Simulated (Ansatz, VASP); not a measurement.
## One calculation of SnO2, two programs

Contents of INCAR:

```
ALGO = Normal
EDIFF = 1E-7
ENCUT = 520
ISIF = 2
ISMEAR = 0
LASPH = True
LCHARG = True
LELF = True
LREAL = False
LVHAR = True
LWAVE = False
NBANDS = 64
NELM = 100
PREC = Accurate
SIGMA = 0.05
```

File KPOINTS:

```
k-points
0
Gamma
  6 6 6
```

The input POSCAR:

```
SnO2
1.0
    3.2534500000      1.8783802333      4.2912000000
   -3.2534500000      1.8783802333      4.2912000000
    0.0000000000     -3.7567604666      4.2912000000
Sn O
4 8
Direct
    0.8645353782      0.8645353782      0.8645353782
    0.3648691645      0.3648691645      0.8648751974
    0.3648691645      0.8648751974      0.3648691645
    0.8648751974      0.3648691645      0.3648691645
    0.1199116729      0.6196051221      0.6196051221
    0.6196051221      0.1199116729      0.6196051221
    0.6196051221      0.6196051221      0.1199116729
    0.6099370359      0.6099370359      0.6099370359
    0.1198492242      0.1198492242      0.1198492242
    0.1096932183      0.1096932183      0.6100024814
    0.1096932183      0.6100024814      0.1096932183
    0.6100024814      0.1096932183      0.1096932183
```

Input for Ansatz:

```yaml
crystal:
  lattice:
    - [3.25345, 1.8783802333, 4.2912]
    - [-3.25345, 1.8783802333, 4.2912]
    - [0.0, -3.7567604666, 4.2912]
  atoms:
    - { symbol: Sn, position: [0.8645353782, 0.8645353782, 0.8645353782] }
    - { symbol: Sn, position: [0.3648691645, 0.3648691645, 0.8648751974] }
    - { symbol: Sn, position: [0.3648691645, 0.8648751974, 0.3648691645] }
    - { symbol: Sn, position: [0.8648751974, 0.3648691645, 0.3648691645] }
    - { symbol: O, position: [0.1199116729, 0.6196051221, 0.6196051221] }
    - { symbol: O, position: [0.6196051221, 0.1199116729, 0.6196051221] }
    - { symbol: O, position: [0.6196051221, 0.6196051221, 0.1199116729] }
    - { symbol: O, position: [0.6099370359, 0.6099370359, 0.6099370359] }
    - { symbol: O, position: [0.1198492242, 0.1198492242, 0.1198492242] }
    - { symbol: O, position: [0.1096932183, 0.1096932183, 0.6100024814] }
    - { symbol: O, position: [0.1096932183, 0.6100024814, 0.1096932183] }
    - { symbol: O, position: [0.6100024814, 0.1096932183, 0.1096932183] }
basis:
  ecutwfc: 520.0
kpoints:
  mp_grid: { grid: [6, 6, 6] }
hamiltonian:
  xc: lda
  pseudopotentials: { kind: paw, azcp: { folder: soft_1 } }
scf:
  occupations: { method: gaussian, width: 0.05 }
output:
  forces: true
  stress: true
  eigenvalues: true
```

Alike in both runs: task single point; functional LDA; k mesh 6 × 6 × 6; occupations gaussian, width 0.05 eV; no spin polarisation.

```csv
,VASP,Ansatz
version,VASP 6.6.1,Ansatz 0.2.0
potentials or method,"VASP PAW LDA potentials, release 64 (Sn_d, O), cutoff 520 eV","scalar-relativistic, plane waves, PAW"
valence electrons in the cell,104,104
```

```csv
,VASP,Ansatz,Ansatz less VASP
gap on the k mesh at the Fermi level (eV),1.22,1.23,+0.001
least direct gap on the mesh (eV),1.22,1.23,+0.001
pressure (GPa),-9.7,-10.7,-1.00
"traceless stress, the component that is largest in VASP (GPa)",1.70,2.31,+0.612
rms of the force components (eV/Å),0.345,0.380,+0.0347
```

Ansatz warns that its potentials were made for another functional, while VASP's fit it. LDA's correlation is that of Perdew and Zunger in VASP and of Perdew and Wang (1992) in Ansatz. Atom by atom the forces differ by 0.035 eV/Å (rms over components).
